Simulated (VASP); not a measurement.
A run of VASP 6.6.1:

File INCAR:

```
SYSTEM = Re2C
  PREC = Accurate
  ENCUT = 600
  EDIFF = 1E-7
  ISMEAR = 0
  SIGMA = 0.1
  LREAL = .FALSE.
  LASPH = .TRUE.
  NELM = 60
  ALGO = Normal
  ISIF = 4
  LWAVE = .FALSE.
  LCHARG = .FALSE.
  GGA = PS
  IBRION = 2
  NSW = 50
  EDIFFG = -0.01
```

File KPOINTS:

```
regular mesh
0
G
  12 12 4
  0 0 0
```

The input POSCAR:

```
Re2C
1.0
    2.8931047505      0.0000000000      0.0000000000
   -1.4465523752      2.5055022098      0.0000000000
    0.0000000000      0.0000000000      9.9949778306
Re C
4 2
Direct
    0.3333333333      0.6666666667      0.6085117089
    0.6666666667      0.3333333333      0.1085117089
    0.6666666667      0.3333333333      0.3914882911
    0.3333333333      0.6666666667      0.8914882911
    0.3333333333      0.6666666667      0.2500000000
    0.6666666667      0.3333333333      0.7500000000
```

Potentials or basis: VASP PAW PBE potentials, release 64 (Re, C).

Command:

```bash
$ cat potpaw_PBE.64/Re/POTCAR potpaw_PBE.64/C/POTCAR > POTCAR
$ mpirun -np 1 vasp_std > vasp.out
```

Hardware: 1 thread of Intel(R) Xeon(R) 6975P-C (Granite Rapids), with other jobs on the host.

How long does it take, and how much memory?

Run time: 3 min on 1 thread of Intel(R) Xeon(R) 6975P-C (Granite Rapids), with other jobs on the host, peak memory 0.27 GiB. Counts: scf iterations 47, k points 57, ion steps 6.
